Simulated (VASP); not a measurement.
# Zn7Se8 (a cell with a defect) in VASP: a series of runs

Zn7Se8 (a cell with a defect) is run at these levels: LDA; tasks: single point.

Everything below comes from runs of VASP 6.6.1. Logs are shortened: lines on timing, memory, paths and dates and some standing lists are left out, and cuts for length are marked.

## Step 1: The cell of the first run

The cell holds a defect, 15 atoms: a = 7.874 Å, b = 7.874 Å, c = 7.874 Å, α = 60.00°, β = 60.00°, γ = 60.00°.

## Step 2: Single point, LDA

The input, INCAR:

```
ALGO = Normal ; EDIFF = 1E-6
ENCUT = 520 ; GGA = CA
ISIF = 2 ; ISMEAR = 0
LASPH = T ; LCHARG = F
LREAL = Auto ; LWAVE = F
NBANDS = 79 ; NELECT = 134.0
NELM = 100 ; PREC = Accurate
SIGMA = 0.02
```

The input, KPOINTS:

```
k-points
0
Gamma
  2 2 2
```

The input, POSCAR:

```
Zn7Se8
1.0
    0.0000000000      5.5675272894     -5.5675272894
    5.5675272894      5.5675272894      0.0000000000
    5.5675272894      0.0000000000     -5.5675272894
Zn Se
7 8
Direct
    0.4867979692      0.5132020308     -0.0132020308
    1.0132020308      0.5132020308     -0.0132020308
    1.0132020308     -0.0132020308     -0.0132020308
    0.4867979692      0.5132020308      0.5132020308
    0.4867979692     -0.0132020308      0.5132020308
    1.0000000000      0.5000000000      0.5000000000
    1.0132020308     -0.0132020308      0.5132020308
    0.3779598000      0.3740134000      0.3740134000
    0.3825433457      0.8825433457      0.3523699628
    0.8740134000      0.3740134000      0.3740134000
    0.8740134000      0.8779598000      0.3740134000
    0.3825433457      0.3523699628      0.8825433457
    0.3825433457      0.8825433457      0.8825433457
    0.8740134000      0.3740134000      0.8779598000
    0.8523699628      0.8825433457      0.8825433457
```

Potentials or basis: VASP PAW LDA potentials, release 64 (Zn, Se).

Run with:

```
$ cat potpaw_LDA.64/Zn/POTCAR potpaw_LDA.64/Se/POTCAR > POTCAR
$ mpirun -np 1 vasp_std > vasp.out
```

OUTCAR:

```text
EDIFF = 1E-6
   ENCUT = 520
   GGA = CA
   ISIF = 2
   ISMEAR = 0
   LASPH = T
   LREAL = Auto
   NELECT = 134.0
   NELM = 100
   PREC = Accurate

 ion  position               nearest neighbor table
   1  0.487  0.513  0.987-  13 2.39  12 2.39   8 2.49  14 2.49
   2  0.013  0.513  0.987-  12 2.39  15 2.39  14 2.49  10 2.49
   3  0.013  0.987  0.987-  13 2.39  15 2.39  14 2.49  11 2.49
   4  0.487  0.513  0.513-   9 2.39  12 2.39   8 2.49  10 2.49
   5  0.487  0.987  0.513-  13 2.39   9 2.39  11 2.49   8 2.49
   6  0.000  0.500  0.500-  10 2.43   8 2.43  11 2.43  14 2.43
   7  0.013  0.987  0.513-   9 2.39  15 2.39  11 2.49  10 2.49
   8  0.378  0.374  0.374-   6 2.43   4 2.49   5 2.49   1 2.49
   9  0.383  0.883  0.352-   4 2.39   7 2.39   5 2.39
  10  0.874  0.374  0.374-   6 2.43   4 2.49   2 2.49   7 2.49
  11  0.874  0.878  0.374-   6 2.43   7 2.49   3 2.49   5 2.49
  12  0.383  0.352  0.883-   2 2.39   4 2.39   1 2.39
  13  0.383  0.883  0.883-   1 2.39   3 2.39   5 2.39
  14  0.874  0.374  0.878-   6 2.43   2 2.49   3 2.49   1 2.49
  15  0.852  0.883  0.883-   2 2.39   7 2.39   3 2.39

  LATTYP: Found a face centered cubic cell.
 ALAT       =    11.1350545788

  Lattice vectors:

 A1 = (   0.0000000000,   5.5675272894,  -5.5675272894)
 A2 = (   5.5675272894,   5.5675272894,   0.0000000000)
 A3 = (   5.5675272894,   0.0000000000,  -5.5675272894)

Analysis of symmetry for initial positions (statically):
=====================================================================
 Subroutine PRICEL returns:
 Original cell was already a primitive cell.

 Routine SETGRP: Setting up the symmetry group for a
 face centered cubic supercell.

 Subroutine GETGRP returns: Found 24 space group operations
 (whereof  4 operations were pure point group operations)
 out of a pool of 48 trial point group operations.

The static configuration has the point symmetry C_2v.
 The point group associated with its full space group is T_d .

Analysis of symmetry for dynamics (positions and initial velocities):
=====================================================================
 Subroutine PRICEL returns:
 Original cell was already a primitive cell.

 Routine SETGRP: Setting up the symmetry group for a
 face centered cubic supercell.

 Subroutine GETGRP returns: Found 24 space group operations
 (whereof  4 operations were pure point group operations)
 out of a pool of 48 trial point group operations.

The dynamic configuration has the point symmetry C_2v.
 The point group associated with its full space group is T_d .

 Subroutine INISYM returns: Found 24 space group operations
 (whereof  4 operations are pure point group operations),
 and found     1 'primitive' translations

----------------------------------------------------------------------------------------

                                     Primitive cell

  volume of cell :     345.1573

  direct lattice vectors                    reciprocal lattice vectors
     0.000000000  5.567527289 -5.567527289    -0.089806475  0.089806475 -0.089806475
     5.567527289  5.567527289  0.000000000     0.089806475  0.089806475  0.089806475
     5.567527289  0.000000000 -5.567527289     0.089806475 -0.089806475 -0.089806475

  length of vectors
     7.873672602  7.873672602  7.873672602     0.155549377  0.155549377  0.155549377

  position of ions in fractional coordinates (direct lattice)
     0.486797969  0.513202031  0.986797969
     0.013202031  0.513202031  0.986797969
     0.013202031  0.986797969  0.986797969
     0.486797969  0.513202031  0.513202031
     0.486797969  0.986797969  0.513202031
     0.000000000  0.500000000  0.500000000
     0.013202031  0.986797969  0.513202031
     0.377959800  0.374013400  0.374013400
     0.382543346  0.882543346  0.352369963
     0.874013400  0.374013400  0.374013400
     0.874013400  0.877959800  0.374013400
     0.382543346  0.352369963  0.882543346
     0.382543346  0.882543346  0.882543346
     0.874013400  0.374013400  0.877959800
     0.852369963  0.882543346  0.882543346

  ion indices of the primitive-cell ions
   primitive index   ion index
                 1           1
                 2           2
                 3           3
                 4           4
                 5           5
                 6           6
                 7           7
                 8           8
                 9           9
                10          10
                11          11
                12          12
                13          13
                14          14
                15          15

----------------------------------------------------------------------------------------

 KPOINTS: k-points

Automatic generation of k-mesh.
 Grid dimensions read from file:
 generate k-points for:    2    2    2

 Generating k-lattice:

  Cartesian coordinates                     Fractional coordinates (reciprocal lattice)
    -0.044903237  0.044903237 -0.044903237     0.500000000  0.000000000  0.000000000
     0.044903237  0.044903237  0.044903237     0.000000000  0.500000000  0.000000000
     0.044903237 -0.044903237 -0.044903237     0.000000000  0.000000000  0.500000000

  Length of vectors
     0.077774689  0.077774689  0.077774689

  Shift w.r.t. Gamma in fractional coordinates (k-lattice)
     0.000000000  0.000000000  0.000000000

 Subroutine IBZKPT returns following result:
 ===========================================

 Found      3 irreducible k-points:

 Following reciprocal coordinates:
            Coordinates               Weight
  0.000000  0.000000  0.000000      1.000000
  0.500000  0.000000  0.000000      4.000000
  0.500000  0.500000  0.000000      3.000000
   k-points           NKPTS =      3   k-points in BZ     NKDIM =      3   number of bands    NBANDS=     79
   number of dos      NEDOS =    301   number of ions     NIONS =     15
   total plane-waves  NPLWV = 216000
   dimension x,y,z NGX =    60 NGY =   60 NGZ =   60
   dimension x,y,z NGXF=   120 NGYF=  120 NGZF=  120
   ions per type =               7   8
   NGX,Y,Z   is equivalent  to a cutoff of  12.67, 12.67, 12.67 a.u.
   NGXF,Y,Z  is equivalent  to a cutoff of  25.34, 25.34, 25.34 a.u.
 SYSTEM =  unknown system
   PREC   = accura    normal or accurate (medium, high low for compatibility)
   ISTART =      0    job   : 0-new  1-cont  2-samecut
   ICHARG =      2    charge: 1-file 2-atom 10-const
   ISPIN  =      1    spin polarized calculation?
   LNONCOLLINEAR =      F non collinear calculations
   LSORBIT =      F    spin-orbit coupling
   LASPH  =      T    aspherical Exc in radial PAW
   ENCUT  =  520.0 eV  38.22 Ry    6.18 a.u.  14.64 14.64 14.64*2*pi/ulx,y,z
   NELM   =    100;   NELMIN=  2; NELMDL= -5     # of ELM steps
   EDIFF  = 0.1E-05   stopping-criterion for ELM
   LREAL  =      T    real-space projection
   EDIFFG = 0.1E-04   stopping-criterion for IOM
   NSW    =      0    number of steps for IOM
   IBRION =     -1    ionic relax: 0-MD 1-quasi-New 2-CG
   NFREE  =      0    steps in history (QN), initial steepest desc. (CG)
   ISIF   =      2    stress and relaxation
   ISYM   =      2    0-nonsym 1-usesym 2-fastsym
   POTIM  = 0.5000    time-step for ionic-motion
   TEBEG  =    0.0;   TEEND  =   0.0 temperature during run
   PSTRESS=    0.0 pullay stress
   NELECT =     134.0000    total number of electrons
   NUPDOWN=      -1.0000    fix difference up-down
   EMIN   =  10.00;   EMAX   =-10.00  energy-range for DOS
   EFERMI =   0.00;   METHOD = LEGACY
   ISMEAR =     0;   SIGMA  =   0.02  broadening in eV -4-tet -1-fermi 0-gaus
   EFERMI_NEDOS =   21; number of points for ismear=-14 and -15
   IALGO  =     38    algorithm
   IMIX   =      4    mixing-type and parameters
     AMIX     =   0.40;   BMIX     =  1.00
     AMIX_MAG =   1.60;   BMIX_MAG =  1.00
  volume/ion in A,a.u.               =      23.01       155.28
  Fermi-wavevector in a.u.,A,eV,Ry     =   1.194274  2.256851 19.405868  1.426291
  Thomas-Fermi vector in A             =   2.330268
   LORBIT       =      0    0 simple, 1 ext, 2 COOP (PROOUT), +10 PAW based schemes
   GGA     = CA    functional components
   LHFCALC =     F    Hartree Fock is set to
   AEXX    =    0.0000 exact exchange contribution
   IVDW    =     0    specifies the selected vdW correction
   LEPSILON=     F    determine dielectric tensor
   LRPA    =     F    only Hartree local field effects (RPA)
 non-spin polarized calculation
 Gauss-broadening in eV      SIGMA  =   0.02
  energy-cutoff  :      520.00
  volume of cell :      345.16
 maximum number of plane-waves:      9377
 NGX is ok and might be reduce to    60
   NGX = 29   NGY = 29   NGZ = 29

 number of electron     134.0000062 magnetization

 Free energy of the ion-electron system (eV)
  ---------------------------------------------------
  ext. energy  EPLUGINS =         0.00000000
  ---------------------------------------------------
  free energy    TOTEN  =       -50.24346116 eV

  energy without entropy =      -50.24346116  energy(sigma->0) =      -50.24346116

 E-fermi :   2.0186     XC(G=0):  -9.7766

 val. band max:        1.9015998859   @ k =   0.0000   0.0000   0.0000
 cond. band min:       3.0975509944   @ k =   0.0000   0.0000   0.0000
 fundamental gap:      1.1959511085
 Fermi energy:         2.0185850104

 k-point     1 :       0.0000    0.0000    0.0000
  band No.  band energies     occupation
      1     -11.7451      2.00000
      2     -10.9114      2.00000
      3     -10.9114      2.00000
      4     -10.9114      2.00000
      5     -10.6942      2.00000
      6     -10.3725      2.00000
[... 71 lines left out ...]
     78       6.7205      0.00000
     79       7.4688      0.00000

 k-point     2 :       0.5000    0.0000    0.0000
  band No.  band energies     occupation
      1     -11.4420      2.00000
      2     -11.2436      2.00000
      3     -10.8720      2.00000
      4     -10.8720      2.00000
      5     -10.6580      2.00000
      6     -10.4814      2.00000
[... 71 lines left out ...]
     78       7.1939      0.00000
     79       7.3864      0.00000

 k-point     3 :       0.5000    0.5000    0.0000
  band No.  band energies     occupation
      1     -11.2678      2.00000
      2     -11.2531      2.00000
      3     -10.9310      2.00000
      4     -10.9310      2.00000
      5     -10.7046      2.00000
      6     -10.6578      2.00000
[... 71 lines left out ...]
     78       7.2755      0.00000
     79       7.6552      0.00000

------------------------ aborting loop because EDIFF is reached ----------------------------------------

  FORCE on cell =-STRESS in cart. coord.  units (eV):
  Direction    XX          YY          ZZ          XY          YZ          ZX
  --------------------------------------------------------------------------------------
  -------------------------------------------------------------------------------------
  Total       12.2739227     12.2739227     12.2739227      0.0000000      0.0000000      0.0000000
  in kB       56.9740259     56.9740259     56.9740259      0.0000000      0.0000000      0.0000000
  external PRESSURE =      56.9740259 kB  Pullay stress =       0.0000000 kB

 VOLUME and BASIS-vectors are now :
 -----------------------------------------------------------------------------
  energy-cutoff  :      520.00
  volume of cell :      345.16
      direct lattice vectors                 reciprocal lattice vectors
     0.000000000  5.567527289 -5.567527289    -0.089806475  0.089806475 -0.089806475
     5.567527289  5.567527289  0.000000000     0.089806475  0.089806475  0.089806475
     5.567527289  0.000000000 -5.567527289     0.089806475 -0.089806475 -0.089806475

 POSITION                                       TOTAL-FORCE (eV/Angst)
 -----------------------------------------------------------------------------------
      8.35129      5.56753     -8.20429         0.000000      0.000000     -0.014031
      8.35129      2.93077     -5.56753         0.000000     -0.014031     -0.000000
     10.98805      5.56753     -5.56753         0.014031      0.000000     -0.000000
      5.71453      5.56753     -5.56753        -0.014031      0.000000     -0.000000
      8.35129      8.20429     -5.56753         0.000000      0.014031     -0.000000
      5.56753      2.78376     -2.78376         0.000000      0.000000     -0.000000
      8.35129      5.56753     -2.93077         0.000000      0.000000      0.014031
      4.16466      4.18663     -4.18663        -0.012027      0.012027     -0.012027
      6.87541      7.04340     -4.09165        -0.026275      0.026275      0.026275
      4.16466      6.94842     -6.94842        -0.012027     -0.012027      0.012027
      6.97039      9.75416     -6.94842         0.012027      0.012027      0.012027
      6.87541      4.09165     -7.04340        -0.026275     -0.026275     -0.026275
      9.82717      7.04340     -7.04340         0.026275      0.026275     -0.026275
      6.97039      6.94842     -9.75416         0.012027     -0.012027     -0.012027
      9.82717      9.65918     -9.65918         0.026275     -0.026275      0.026275
 -----------------------------------------------------------------------------------
    total drift:                                0.000001      0.000001     -0.000001

  FREE ENERGIE OF THE ION-ELECTRON SYSTEM (eV)
  ---------------------------------------------------
  free  energy   TOTEN  =       -50.2434611643 eV

  energy  without entropy=      -50.2434611643  energy(sigma->0) =      -50.24346116
```

It took 1.9 min on 1 thread of AMD EPYC 9R45 (Zen 5), shared host; peak memory 0.35 GiB.

Results:

| Item | Value |
| --- | --- |
| Free energy | -50.2435 eV |
| Largest force | 0.046 eV/Å |

Forces in eV/Å, atoms in the order of the input:
```
Zn   0.000  0.000 -0.014
Zn   0.000 -0.014  0.000
Zn   0.014  0.000  0.000
Zn  -0.014  0.000  0.000
Zn   0.000  0.014  0.000
Zn   0.000  0.000  0.000
Zn   0.000  0.000  0.014
Se  -0.012  0.012 -0.012
Se  -0.026  0.026  0.026
Se  -0.012 -0.012  0.012
Se   0.012  0.012  0.012
Se  -0.026 -0.026 -0.026
Se   0.026  0.026 -0.026
Se   0.012 -0.012 -0.012
Se   0.026 -0.026  0.026
```

Caveat: the k points lie up to 0.49 Å⁻¹ apart; the cell carries a net charge on a neutralising background, which shifts energy and pressure; the cell is charged against a uniform background, so pressure and absolute levels hang on convention.

## Step 3: Single point, LDA

The input, INCAR:

```
SYSTEM = Zn7Se8
ALGO = Normal
EDIFF = 1E-6
ENCUT = 520
ISIF = 2
ISMEAR = 0
LASPH = .True.
LCHARG = .False.
LREAL = Auto
LWAVE = .False.
NBANDS = 79
NELECT = 134.0
NELM = 100
PREC = Accurate
SIGMA = 0.02
```

The input, KPOINTS:

```
k-points
0
Gamma
  2 2 2
  0 0 0
```

The input, POSCAR:

```
Zn7Se8
1.0
    0.0000000000      5.5675272894     -5.5675272894
    5.5675272894      5.5675272894      0.0000000000
    5.5675272894      0.0000000000     -5.5675272894
Zn Se
7 8
Direct
    0.4867985594      0.0132014406     -0.0132014406
    1.0132014406      0.4867985594     -0.0132014406
    1.0132014406      0.0132014406     -0.0132014406
    0.4867985594      0.4867985594      0.5132014406
    0.4867985594      0.0132014406      0.5132014406
    1.0132014406      0.4867985594      0.5132014406
    1.0000000000      0.0000000000      0.5000000000
    0.3825431933      0.3825431933      0.3523704202
    0.3779597571      0.8740134143      0.3740134143
    0.8740134143      0.3779597571      0.3740134143
    0.8740134143      0.8740134143      0.3740134143
    0.3825431933      0.3825431933      0.8825431933
    0.3825431933      0.8523704202      0.8825431933
    0.8523704202      0.3825431933      0.8825431933
    0.8740134143      0.8740134143      0.8779597571
```

Potentials or basis: VASP PAW LDA potentials, release 64 (Zn, Se).

Run with:

```
$ cat potpaw_LDA.64/Zn/POTCAR potpaw_LDA.64/Se/POTCAR > POTCAR
$ mpirun -np 1 vasp_std > vasp.out
```

Run time: 1.9 min. Hardware: 1 thread of AMD EPYC 9R45 (Zen 5), shared host; peak memory 0.35 GiB.

Results (log left out):

```
Free energy   : -50.2435 eV
Largest force : 0.046 eV/Å
```

Forces in eV/Å, atoms in the order of the input:
```
Zn   0.000  0.000 -0.014
Zn   0.014  0.000  0.000
Zn   0.000 -0.014  0.000
Zn   0.000  0.014  0.000
Zn  -0.014  0.000  0.000
Zn   0.000  0.000  0.014
Zn   0.000  0.000  0.000
Se  -0.026  0.026  0.026
Se  -0.012  0.012 -0.012
Se   0.012  0.012  0.012
Se  -0.012 -0.012  0.012
Se   0.026  0.026 -0.026
Se  -0.026 -0.026 -0.026
Se   0.026 -0.026  0.026
Se   0.012 -0.012 -0.012
```

Levels at points of the mesh, in eV from the Fermi level:
| k point | band 64 | band 65 | band 66 | band 67 | band 68 | band 69 | band 70 | band 71 |
| --- | --- | --- | --- | --- | --- | --- | --- | --- |
| (0.00, 0.00, 0.00) | -0.91 | -0.12 | -0.12 | -0.12 | 1.08 | 2.02 | 2.02 | 2.02 |
| (0.50, 0.00, 0.00) | -0.82 | -0.82 | -0.41 | -0.41 | 2.38 | 2.52 | 3.10 | 3.10 |
| (0.50, 0.50, 0.00) | -1.32 | -1.08 | -0.73 | -0.73 | 3.36 | 3.46 | 3.60 | 3.70 |

Caveat: the k points lie up to 0.49 Å⁻¹ apart; the cell carries a net charge on a neutralising background, which shifts energy and pressure; the cell is charged against a uniform background, so pressure and absolute levels hang on convention.
